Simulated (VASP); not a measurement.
Input of a VASP 6.6.1 run:

File INCAR:

```
SYSTEM = KMo2
  PREC = Accurate
  ENCUT = 500
  EDIFF = 1E-6
  ISMEAR = 0
  SIGMA = 0.1
  LREAL = .FALSE.
  LASPH = .TRUE.
  NELM = 120
  ALGO = Normal
  ISIF = 2
  LWAVE = .FALSE.
  LCHARG = .FALSE.
  GGA = PE
  NBANDS = 46
  GGA_COMPAT = .FALSE.
```

KPOINTS

```
regular mesh
0
G
  6 6 2
  0 0 0
```

The input POSCAR:

```
KMo2
1.0
    3.3281688081      0.0000000000      0.0000000000
   -1.6640844040      2.8822787359      0.0000000000
    0.0000000000      0.0000000000     12.9452118830
K Mo
2 4
Direct
    0.3333333333      0.6666666667      0.2500000000
    0.6666666667      0.3333333333      0.7500000000
    0.3333333333      0.6666666667      0.6275000000
    0.6666666667      0.3333333333      0.1275000000
    0.3333333333      0.6666666667      0.8725000000
    0.6666666667      0.3333333333      0.3725000000
```

Potentials or basis: VASP PAW PBE potentials, release 64 (K_sv, Mo_sv).

The run is started by

```bash
$ cat potpaw_PBE.64/K_sv/POTCAR potpaw_PBE.64/Mo_sv/POTCAR > POTCAR
$ mpirun -np 1 vasp_std > vasp.out
```

What does it give for the band gap on the k mesh?

Zero (bands 37 and 38 overlap by 1.54 eV).

Estimate the largest force.

3.851 eV/Å.

Stress tensor (GPa, compression positive):
```
0.29 0.00 0.00
0.00 0.29 0.00
0.00 0.00 7.38
```

Caveat: the k points lie up to 0.36 Å⁻¹ apart, too coarse for converged energies and pressures of a metal; forces of over 1 eV/Å act on the atoms, so gaps and moduli don't describe the material at rest.
